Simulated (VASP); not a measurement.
A run of VASP 6.6.1 is set up as follows.

File INCAR:

```
SYSTEM = Sc3B2N
ALGO = Normal ; EDIFF = 1E-6
ENCUT = 520 ; GGA = PE
ISIF = 2 ; ISMEAR = 0
LASPH = .TRUE. ; LCHARG = .FALSE.
LREAL = .FALSE. ; LWAVE = .FALSE.
NBANDS = 31 ; NELM = 100
PREC = Accurate ; SIGMA = 0.1
```

The input KPOINTS:

```
k-points
0
G
  6 6 2
  0 0 0
```

POSCAR

```
Sc3B2N
1.0
    3.2104837200      0.0000000000      0.0000000000
    0.0000000000      3.2104837200      0.0000000000
    0.0000000000      0.0000000000      7.8261731500
Sc B N
3 2 1
Direct
    0.0000000000      0.0000000000      0.6709480300
    0.0000000000      0.0000000000      0.3257620000
    0.5000000000      0.5000000000      0.8341779700
    0.0000000000      0.0000000000      0.0094770000
    0.5000000000      0.5000000000      0.4938240100
    0.5000000000      0.5000000000      0.1658110000
```

Potentials or basis: VASP PAW PBE potentials, release 64 (Sc_sv, B, N).

Command:

```console
$ cat potpaw_PBE.64/Sc_sv/POTCAR potpaw_PBE.64/B/POTCAR potpaw_PBE.64/N/POTCAR > POTCAR
$ mpirun -np 1 vasp_std > vasp.out
```

**Question.** Estimate the band gap on the k mesh.

**Answer.** Zero (band 22 reaches 5.60 eV, above the bottom of band 23 at 4.91 eV).

**Question.** What does it give for the pressure?

**Answer.** -0.1 GPa.

Stress tensor (GPa, compression positive):
```
 3.79  0.00  0.00
 0.00  3.79  0.00
 0.00  0.00 -7.96
```

Caveat: the k points lie up to 0.40 Å⁻¹ apart; forces of over 1 eV/Å act on the atoms, so gaps and moduli don't describe the material at rest.
